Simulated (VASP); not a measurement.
Write the native input for VASP 6.6.1 that does the following.

```yaml
Task: single point
Functional: r2SCAN
Potentials_or_basis: VASP PAW PBE potentials, release 64 (Ge_d)
Cutoff: 520 eV
k_mesh: 24 × 24 × 22
Occupations: gaussian, width 0.15 eV
Spin: no spin polarisation
Dipole_correction: no
Further_INCAR_settings: ALGO = Normal; EDIFF = 1e-07; NBANDS = 13
```

Ge:

```
Ge
1.0
     1.38677   -2.39746    0.00000
     1.38677    2.39746    0.00000
     0.00000    0.00000    2.64622
Ge
1
Direct
  0.50000 0.50000 0.00000
```

This cell differs from its parent crystal: strain -0.0600 x Voigt [0, 1, 0, 0, 0, 0].

These files were run (other wordings do the same):

POSCAR

```
Ge
1.0
    1.3867709386     -2.3974593835      0.0000000000
    1.3867709386      2.3974593835      0.0000000000
    0.0000000000      0.0000000000      2.6462165275
Ge
1
Direct
    0.5000000000      0.5000000000      0.0000000000
```

INCAR.step1

```
SYSTEM = Ge
PREC = Accurate
ENCUT = 520
ISMEAR = 0
SIGMA = 0.15
LREAL = .FALSE.
LASPH = .TRUE.
NELM = 60
NBANDS = 13
GGA = PE
ALGO = Normal
EDIFF = 1E-4
LWAVE = .TRUE.
LCHARG = .FALSE.
```

INCAR.step2

```
SYSTEM = Ge
PREC = Accurate
ENCUT = 520
EDIFF = 1E-7
ISMEAR = 0
SIGMA = 0.15
LREAL = .FALSE.
LASPH = .TRUE.
NELM = 60
ALGO = Normal
ISIF = 2
LWAVE = .FALSE.
LCHARG = .FALSE.
METAGGA = R2SCAN
LMIXTAU = .TRUE.
NBANDS = 13
ISTART = 1
```

KPOINTS

```
regular mesh
0
G
  24 24 22
  0 0 0
```

Potentials or basis: VASP PAW PBE potentials, release 64 (Ge_d).

Command:

```console
$ cat potpaw_PBE.64/Ge_d/POTCAR > POTCAR
$ cp INCAR.step1 INCAR
$ mpirun -np 1 vasp_std > vasp.out
$ cp INCAR.step2 INCAR
$ mpirun -np 1 vasp_std > vasp.out
```

Results of the run:

```
Pressure               : 5.0 GPa
Band gap on the k mesh : zero (bands 7 and 8 overlap by 11.00 eV)
```

Caveat: the cell differs from its parent crystal (strain -0.0600 x Voigt [0, 1, 0, 0, 0, 0]); the stress differs along the axes, from 1 to 7 GPa; the PAW data sets were made with another functional, which shifts forces and pressure a little.

Run time: 7 min on 1 thread of Intel(R) Xeon(R) 6975P-C (Granite Rapids) (shared host), peak memory 0.48 GiB.
